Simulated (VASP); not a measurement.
Wanted: the native input for a VASP 6.6.1 run.

```yaml
Task: single point
Functional: PBE
Potentials_or_basis: VASP PAW PBE potentials, release 64 (Sr_sv)
Cutoff: 520 eV
k_mesh: 15 × 15 × 8
Occupations: gaussian, width 0.15 eV
Spin: no spin polarisation
Dipole_correction: no
Further_INCAR_settings: ALGO = Normal; EDIFF = 1e-07; NBANDS = 17
```

The structure of Sr lies in POSCAR:

```
Sr
1.0
    4.2677565828      0.0000000000      0.0000000000
   -2.1338782914      3.6959856179      0.0000000000
    0.0000000000      0.0000000000      7.0133159835
Sr
2
Direct
    0.3333333333      0.6666666667      0.2500000000
    0.6666666667      0.3333333333      0.7500000000
```

This isn't the form of Sr at room conditions, which is fcc.

The input as run:

INCAR

```
SYSTEM = Sr
ALGO = Normal
EDIFF = 1E-7
ENCUT = 520
GGA = PE
ISIF = 2
ISMEAR = 0
LASPH = .TRUE.
LCHARG = .FALSE.
LREAL = .FALSE.
LWAVE = .FALSE.
NBANDS = 17
NELM = 60
PREC = Accurate
SIGMA = 0.15
```

KPOINTS

```
k-points
0
G
  15 15 8
  0 0 0
```

Potentials or basis: VASP PAW PBE potentials, release 64 (Sr_sv).

Launch:

```sh
$ cat potpaw_PBE.64/Sr_sv/POTCAR > POTCAR
$ mpirun -np 1 vasp_std > vasp.out
```

It gave:

| Property | Result |
| --- | --- |
| Pressure | 0.0 GPa |
| Band gap on the k mesh | zero (bands 10 and 11 overlap by 0.24 eV) |

Run time: 91 s on 1 thread of Intel(R) Xeon(R) 6975P-C (Granite Rapids), on a shared host, peak memory 0.37 GiB.
